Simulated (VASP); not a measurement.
# BaSb2H2 in VASP: single point with HSE06

Aim: the single point of BaSb2H2 with HSE06.

Everything below comes from runs of VASP 6.6.1. Logs are shortened: lines on timing, memory, paths and dates and some standing lists are left out, and cuts for length are marked.

**1. The cell of the first run**

The typed cell holds 5 atoms: a = 4.913 Å, b = 4.913 Å, c = 5.315 Å, α = 90.00°, β = 90.00°, γ = 60.00°.

**2. Single point, HSE06**

POSCAR

```
BaSb2H2
1.0
    2.4566930000      4.2551140000      0.0000000000
   -2.4566930000      4.2551140000      0.0000000000
    0.0000000000      0.0000000000      5.3153670000
H Ba Sb
2 1 2
Direct
    0.3333000000      0.3334000000      0.1232000000
    0.6667000000      0.6666000000      0.8768000000
    0.0000000000      0.0000000000      0.0000000000
    0.3333000000      0.3334000000      0.4680000000
    0.6667000000      0.6666000000      0.5320000000
```

INCAR.step1

```
  PREC = Accurate
  ENCUT = 400
  EDIFF = 1E-5
  ISMEAR = 1
  SIGMA = 0.013
  LREAL = False
  LASPH = True
  NELM = 120
  ALGO = Normal
  ISIF = 2
  LWAVE = True
  LCHARG = False
  NBANDS = 29
  GGA = PE
  GGA_COMPAT = False
```

INCAR.step2

```
  PREC = Accurate
  ENCUT = 400
  EDIFF = 1E-6
  ISMEAR = 1
  SIGMA = 0.013
  LREAL = False
  LASPH = True
  NELM = 120
  ALGO = Normal
  ISIF = 2
  LWAVE = False
  LCHARG = False
  GGA = PE
  LHFCALC = True
  HFSCREEN = 0.2079
  PRECFOCK = Normal
  NBANDS = 29
  ISTART = 1
  GGA_COMPAT = False
```

KPOINTS

```
Automatic mesh
0
Gamma
  3 3 2
```

Potentials or basis: VASP PAW PBE potentials, release 64 (H, Ba_sv, Sb_d_GW).

Command:

```
cat potpaw_PBE.64/H/POTCAR potpaw_PBE.64/Ba_sv/POTCAR potpaw_PBE.64/Sb_d_GW/POTCAR > POTCAR
cp INCAR.step1 INCAR
mpirun -np 1 vasp_std > vasp.out
cp INCAR.step2 INCAR
mpirun -np 1 vasp_std > vasp.out
```

OUTCAR:

```text
PREC = Accurate
   ENCUT = 400
   EDIFF = 1E-6
   ISMEAR = 1
   LREAL = False
   LASPH = True
   NELM = 120
   ISIF = 2
   GGA = PE
   LHFCALC = True
   HFSCREEN = 0.2079
   PRECFOCK = Normal
   ISTART = 1

 ion  position               nearest neighbor table
   1  0.333  0.333  0.123-   4 1.83
   2  0.667  0.667  0.877-   5 1.83
   3  0.000  0.000  0.000-   5 3.77   4 3.77   5 3.77   4 3.77   5 3.77   4 3.77   4 4.01   5 4.01
                             4 4.01   5 4.01   5 4.01   4 4.01
   4  0.333  0.333  0.468-   1 1.83   5 2.86   5 2.86   5 2.86   3 3.77   3 3.77   3 3.77   3 4.01
                             3 4.01   3 4.01
   5  0.667  0.667  0.532-   2 1.83   4 2.86   4 2.86   4 2.86   3 3.77   3 3.77   3 3.77   3 4.01
                             3 4.01   3 4.01

  LATTYP: Found a hexagonal cell.
 ALAT       =     4.9133833200
 C/A-ratio  =     1.0818140279

  Lattice vectors:

 A1 = (   2.4566930000,  -4.2551140000,   0.0000000000)
 A2 = (   2.4566930000,   4.2551140000,   0.0000000000)
 A3 = (   0.0000000000,   0.0000000000,   5.3153670000)

Analysis of symmetry for initial positions (statically):
=====================================================================
 Subroutine PRICEL returns:
 Original cell was already a primitive cell.

 Routine SETGRP: Setting up the symmetry group for a
 hexagonal supercell.

 Subroutine GETGRP returns: Found  4 space group operations
 (whereof  4 operations were pure point group operations)
 out of a pool of 24 trial point group operations.

The static configuration has the point symmetry C_2h.

Analysis of symmetry for dynamics (positions and initial velocities):
=====================================================================
 Subroutine PRICEL returns:
 Original cell was already a primitive cell.

 Routine SETGRP: Setting up the symmetry group for a
 hexagonal supercell.

 Subroutine GETGRP returns: Found  4 space group operations
 (whereof  4 operations were pure point group operations)
 out of a pool of 24 trial point group operations.

The dynamic configuration has the point symmetry C_2h.

 Subroutine INISYM returns: Found  4 space group operations
 (whereof  4 operations are pure point group operations),
 and found     1 'primitive' translations

----------------------------------------------------------------------------------------

                                     Primitive cell

  volume of cell :     111.1285

  direct lattice vectors                    reciprocal lattice vectors
     2.456693000  4.255114000  0.000000000     0.203525634  0.117505665  0.000000000
    -2.456693000  4.255114000  0.000000000    -0.203525634  0.117505665  0.000000000
     0.000000000  0.000000000  5.315367000     0.000000000  0.000000000  0.188133764

  length of vectors
     4.913383320  4.913383320  5.315367000     0.235011202  0.235011202  0.188133764

  position of ions in fractional coordinates (direct lattice)
     0.333300000  0.333400000  0.123200000
     0.666700000  0.666600000  0.876800000
     0.000000000  0.000000000  0.000000000
     0.333300000  0.333400000  0.468000000
     0.666700000  0.666600000  0.532000000

  ion indices of the primitive-cell ions
   primitive index   ion index
                 1           1
                 2           2
                 3           3
                 4           4
                 5           5

----------------------------------------------------------------------------------------

 KPOINTS: Automatic mesh

Automatic generation of k-mesh.
 Grid dimensions read from file:
 generate k-points for:    3    3    2

 Generating k-lattice:

  Cartesian coordinates                     Fractional coordinates (reciprocal lattice)
     0.067841878  0.039168555  0.000000000     0.333333333  0.000000000  0.000000000
    -0.067841878  0.039168555  0.000000000     0.000000000  0.333333333  0.000000000
     0.000000000  0.000000000  0.094066882     0.000000000  0.000000000  0.500000000

  Length of vectors
     0.078337067  0.078337067  0.094066882

  Shift w.r.t. Gamma in fractional coordinates (k-lattice)
     0.000000000  0.000000000  0.000000000

 Subroutine IBZKPT returns following result:
 ===========================================

 Found      8 irreducible k-points:

 Following reciprocal coordinates:
            Coordinates               Weight
  0.000000  0.000000  0.000000      1.000000
  0.333333  0.000000  0.000000      4.000000
  0.000000  0.333333  0.000000      2.000000
 -0.333333  0.333333  0.000000      2.000000
  0.000000  0.000000  0.500000      1.000000
  0.333333  0.000000  0.500000      4.000000
  0.000000  0.333333  0.500000      2.000000
 -0.333333  0.333333  0.500000      2.000000
   k-points           NKPTS =      8   k-points in BZ     NKDIM =     18   number of bands    NBANDS=     29
   number of dos      NEDOS =    301   number of ions     NIONS =      5
   total plane-waves  NPLWV =  36864
   dimension x,y,z NGX =    32 NGY =   32 NGZ =   36
   dimension x,y,z NGXF=    64 NGYF=   64 NGZF=   72
   ions per type =               2   1   2
   NGX,Y,Z   is equivalent  to a cutoff of  10.83, 10.83, 11.26 a.u.
   NGXF,Y,Z  is equivalent  to a cutoff of  21.65, 21.65, 22.52 a.u.
 SYSTEM =  unknown system
   PREC   = accura    normal or accurate (medium, high low for compatibility)
   ISTART =      1    job   : 0-new  1-cont  2-samecut
   ICHARG =      0    charge: 1-file 2-atom 10-const
   ISPIN  =      1    spin polarized calculation?
   LNONCOLLINEAR =      F non collinear calculations
   LSORBIT =      F    spin-orbit coupling
   LASPH  =      T    aspherical Exc in radial PAW
   ENCUT  =  400.0 eV  29.40 Ry    5.42 a.u.   8.01  8.01  8.67*2*pi/ulx,y,z
   NELM   =    120;   NELMIN=  2; NELMDL=  0     # of ELM steps
   EDIFF  = 0.1E-05   stopping-criterion for ELM
   LREAL  =      F    real-space projection
   EDIFFG = 0.1E-04   stopping-criterion for IOM
   NSW    =      0    number of steps for IOM
   IBRION =     -1    ionic relax: 0-MD 1-quasi-New 2-CG
   NFREE  =      0    steps in history (QN), initial steepest desc. (CG)
   ISIF   =      2    stress and relaxation
   ISYM   =      3    0-nonsym 1-usesym 2-fastsym
   POTIM  = 0.5000    time-step for ionic-motion
   TEBEG  =    0.0;   TEEND  =   0.0 temperature during run
   PSTRESS=    0.0 pullay stress
   NELECT =      42.0000    total number of electrons
   NUPDOWN=      -1.0000    fix difference up-down
   EMIN   =  10.00;   EMAX   =-10.00  energy-range for DOS
   EFERMI =   0.00;   METHOD = LEGACY
   ISMEAR =     1;   SIGMA  =   0.01  broadening in eV -4-tet -1-fermi 0-gaus
   EFERMI_NEDOS =   21; number of points for ismear=-14 and -15
   IALGO  =     38    algorithm
   IMIX   =      1    mixing-type and parameters
     AMIX     =   0.40;   BMIX     =  1.00
     AMIX_MAG =   1.60;   BMIX_MAG =  1.00
  volume/ion in A,a.u.               =      22.23       149.99
  Fermi-wavevector in a.u.,A,eV,Ry     =   1.183631  2.236737 19.061506  1.400981
  Thomas-Fermi vector in A             =   2.319861
   LORBIT       =      0    0 simple, 1 ext, 2 COOP (PROOUT), +10 PAW based schemes
   GGA     = PE    functional components
   LHFCALC =     T    Hartree Fock is set to
   PRECFOCK=normal    Normal, Fast or Accurate (Low or Medium for compatibility)
   ENCUT4O =  -1.0   cutoff for four orbital integrals eV
   NKREDX  =     1    reduce k-point grid by
   NKREDY  =     1    reduce k-point grid by
   NKREDZ  =     1    reduce k-point grid by
   AEXX    =    0.2500 exact exchange contribution
   HFSCREEN=    0.2079 screening length (either q_TF or 0.3 A-1)
   HFSCREENC=   0.2079 screening length for correlation (either q_TF or 0.3 A-1)
   ENCUTFOCK=  -1.0 apply spherical cutoff to Coloumb kernel
   IVDW    =     0    specifies the selected vdW correction
   LEPSILON=     F    determine dielectric tensor
   LRPA    =     F    only Hartree local field effects (RPA)
 non-spin polarized calculation
 Methfessel and Paxton  Order N= 1 SIGMA  =   0.01
  energy-cutoff  :      400.00
  volume of cell :      111.13
 maximum number of plane-waves:      2040
  NGX = 28; NGY = 28; NGZ = 28

 number of electron      41.9999999 magnetization

 Free energy of the ion-electron system (eV)
  ---------------------------------------------------
  ext. energy  EPLUGINS =         0.00000000
  ---------------------------------------------------
  free energy    TOTEN  =       -19.19372589 eV

  energy without entropy =      -19.19389338  energy(sigma->0) =      -19.19378172

 E-fermi :   4.6808     XC(G=0):  -7.8112

 val. band max:        4.6698991250   @ k =   0.3333   0.0000   0.0000
 cond. band min:       4.8054115729   @ k =   0.0000   0.3333   0.0000
 fundamental gap:      0.1355124480
 Fermi energy:         4.6808435935

 k-point     1 :       0.0000    0.0000    0.0000
  band No.  band energies     occupation
      1     -27.8274      2.00000
      2     -27.8234      2.00000
      3     -27.8103      2.00000
      4     -27.7689      2.00000
      5     -27.7574      2.00000
      6     -27.6908      2.00000
[... 21 lines left out ...]
     28       7.4662      0.00000
     29       7.4693      0.00000

 k-point     2 :       0.3333    0.0000    0.0000
  band No.  band energies     occupation
      1     -27.8674      2.00000
      2     -27.8626      2.00000
      3     -27.8164      2.00000
      4     -27.7602      2.00000
      5     -27.7353      2.00000
      6     -27.7019      2.00000
[... 21 lines left out ...]
     28       9.0414      0.00000
     29      10.1691      0.00000

 k-point     3 :       0.0000    0.3333    0.0000
  band No.  band energies     occupation
      1     -27.8693      2.00000
      2     -27.8640      2.00000
      3     -27.8106      2.00000
      4     -27.7541      2.00000
      5     -27.7440      2.00000
      6     -27.7079      2.00000
[... 126 lines left out ...]
      5     -27.7441      2.00000
      6     -27.7080      2.00000
[... 21 lines left out ...]
     28       9.2840      0.00000
     29       9.5212      0.00000

 k-point     8 :      -0.3333    0.3333    0.5000
  band No.  band energies     occupation
      1     -27.9067      2.00000
      2     -27.8333      2.00000
      3     -27.8294      2.00000
      4     -27.7615      2.00000
      5     -27.7190      2.00000
      6     -27.7175      2.00000
[... 21 lines left out ...]
     28       8.5104      0.00000
     29      10.0240      0.00000

------------------------ aborting loop because EDIFF is reached ----------------------------------------

  FORCE on cell =-STRESS in cart. coord.  units (eV):
  Direction    XX          YY          ZZ          XY          YZ          ZX
  --------------------------------------------------------------------------------------
  -------------------------------------------------------------------------------------
  Total        3.8454336      3.7697575      1.6255110     -0.0655326      0.4791479     -0.8299103
  in kB       55.4409362     54.3498878     23.4355501     -0.9448065      6.9080393    -11.9651019
  external PRESSURE =      44.4087914 kB  Pullay stress =       0.0000000 kB

 VOLUME and BASIS-vectors are now :
 -----------------------------------------------------------------------------
  energy-cutoff  :      400.00
  volume of cell :      111.13
      direct lattice vectors                 reciprocal lattice vectors
     2.456693000  4.255114000  0.000000000     0.203525634  0.117505665  0.000000000
    -2.456693000  4.255114000  0.000000000    -0.203525634  0.117505665  0.000000000
     0.000000000  0.000000000  5.315367000     0.000000000  0.000000000  0.188133764

 POSITION                                       TOTAL-FORCE (eV/Angst)
 -----------------------------------------------------------------------------------
     -0.00025      2.83688      0.65485         0.123585     -0.071352     -1.219432
      0.00025      5.67334      4.66051        -0.123585      0.071352      1.219432
      0.00000      0.00000      0.00000         0.000000      0.000000      0.000000
     -0.00025      2.83688      2.48759        -0.264162      0.152514      1.574820
      0.00025      5.67334      2.82778         0.264162     -0.152514     -1.574820
 -----------------------------------------------------------------------------------
    total drift:                               -0.000022      0.000015      0.000025

  FREE ENERGIE OF THE ION-ELECTRON SYSTEM (eV)
  ---------------------------------------------------
  free  energy   TOTEN  =       -19.1937258891 eV

  energy  without entropy=      -19.1938933842  energy(sigma->0) =      -19.19378172
```

Run time: 13 min. Hardware: 1 thread of Intel Xeon 6975P-C (Granite Rapids), shared host; peak memory 0.34 GiB.

What came out:

```yaml
Free_energy: -19.1937 eV
Pressure: 4.4 GPa
Largest_force: 1.604 eV/Å
Band_gap_on_the_k_mesh: zero (bands 21 and 22 overlap by 2.61 eV)
```

Forces in eV/Å, atoms in the order of the input:
```
H    0.124 -0.071 -1.219
H   -0.124  0.071  1.219
Ba   0.000  0.000  0.000
Sb  -0.264  0.153  1.575
Sb   0.264 -0.153 -1.575
```

Stress tensor (GPa, compression positive):
```
 5.54 -0.09 -1.20
-0.09  5.43  0.69
-1.20  0.69  2.34
```

Levels at points of the mesh, in eV from the Fermi level:
| k point | band 19 | band 20 | band 21 | band 22 | band 23 | band 24 |
| --- | --- | --- | --- | --- | --- | --- |
| (0.00, 0.00, 0.00) | -4.52 | -4.50 | -0.21 | -0.19 | 0.69 | 0.83 |
| (0.00, 0.00, 0.50) | -4.33 | -4.30 | -1.16 | -1.14 | 0.72 | 1.23 |

Caveat: the k points lie up to 0.59 Å⁻¹ apart, too coarse for converged energies and pressures of a metal; the PAW data sets were made with another functional, which shifts forces and pressure a little; spin-orbit coupling is left out, which moves the levels of the heavy elements.

The gap in the log of VASP goes by the Fermi energy; the results here count the filled bands.